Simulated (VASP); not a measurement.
ZnS (krp), 2 atoms in the cell. The structure is cubic, space group F-43m (No. 216). The conventional cell has a = 5.512 Å, b = 5.512 Å, c = 5.512 Å, α = 90.00°, β = 90.00°, γ = 90.00°. Zn (site symmetry -43m) has 4 S at 2.39 Å within 3.2 Å. Within 3.2 Å of S (site symmetry -43m) lie 4 Zn at 2.39 Å. 

| Property | Result |
| --- | --- |
| Program | VASP 6.6.1 |
| Task | vibrations by perturbation theory |
| Functional | RPBE |
| Potentials or basis | VASP PAW PBE potentials, release 64 (Zn, S) |
| Cutoff | 500 eV |
| k mesh | 10 × 10 × 10 |
| Occupations | gaussian, width 0.01 eV |
| Spin | no spin polarisation |
| Dipole correction | no |
| Further INCAR settings | ALGO = Normal; EDIFF = 1e-08; IBRION = 8; NSW = 1 |

Potentials or basis: VASP PAW PBE potentials, release 64 (Zn, S).

Run with:

```sh
$ cat potpaw_PBE.64/Zn/POTCAR potpaw_PBE.64/S/POTCAR > POTCAR
$ mpirun -np 1 vasp_std > vasp.out
```

Hardware: 1 thread of Intel Xeon 6975P-C, with other jobs on the host.

Question: Estimate the wall time of this run.

Answer: It took 7.8 min on 1 thread of Intel Xeon 6975P-C, on a shared host, peak memory 0.36 GiB. Counts: scf iterations 153, k points 47.
